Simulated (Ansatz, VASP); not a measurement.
**One calculation of AlP, two programs**

Contents of INCAR:

```
SYSTEM = AlP
ALGO     = Normal         ! electronic algorithm
EDIFF    = 1E-6           ! SCF threshold, eV
ENCUT    = 500            ! plane-wave cutoff, eV
GGA      = PS             ! functional
GGA_COMPAT= .FALSE.      
ISIF     = 2              ! what is computed and relaxed
ISMEAR   = 0              ! smearing method
LASPH    = .TRUE.         ! aspherical terms in the spheres
LCHARG   = .FALSE.        ! write CHGCAR
LREAL    = .FALSE.        ! projectors in reciprocal space
LWAVE    = .FALSE.        ! write WAVECAR
NBANDS   = 11             ! bands
NELM     = 120            ! most SCF steps
PREC     = Accurate       ! precision mode
SIGMA    = 0.1            ! smearing width, eV
```

The input KPOINTS:

```
k-points
0
G
  6 6 6
  0 0 0
```

The input POSCAR:

```
AlP
1.0
    0.0000000000      2.7364837100      2.7364837100
    2.7364837100      0.0000000000      2.7364837100
    2.7364837100      2.7364837100      0.0000000000
Al P
1 1
Direct
    0.0000000000      0.0000000000      0.0000000000
    0.2500000000      0.2500000000      0.2500000000
```

Input for Ansatz:

```yaml
crystal:
  lattice:
    - [0.0, 2.73648371, 2.73648371]
    - [2.73648371, 0.0, 2.73648371]
    - [2.73648371, 2.73648371, 0.0]
  atoms:
    - { symbol: Al, position: [0.0, 0.0, 0.0] }
    - { symbol: P, position: [0.25, 0.25, 0.25] }
basis:
  ecutwfc: 420
kpoints:
  mp_grid: { grid: [6, 6, 6] }
hamiltonian:
  xc: pbesol
scf:
  occupations: { method: gaussian, width: 0.1 }
output:
  forces: true
  stress: true
  eigenvalues: true
```

Alike in both runs: task single point; functional PBEsol; k mesh 6 × 6 × 6; occupations gaussian, width 0.1 eV; no spin polarisation.

|  | VASP | Ansatz |
| --- | --- | --- |
| version | VASP 6.6.1 | Ansatz 0.2.0 |
| potentials or method | VASP PAW PBE potentials, release 64 (Al, P), cutoff 500 eV | scalar-relativistic, plane waves, PAW |
| valence electrons in the cell | 8 | 8 |

Ansatz gave:

| Quantity | Value |
| --- | --- |
| gap on the k mesh at the Fermi level (eV) | 1.45 |
| least direct gap on the mesh (eV) | 3.14 |
| pressure (GPa) | -0.1 |

Q: Which values does VASP return?

A: gap on the k mesh at the Fermi level (eV): 1.45; least direct gap on the mesh (eV): 3.14; pressure (GPa): 0.0.

VASP's potentials were made for PBE, not for PBEsol.
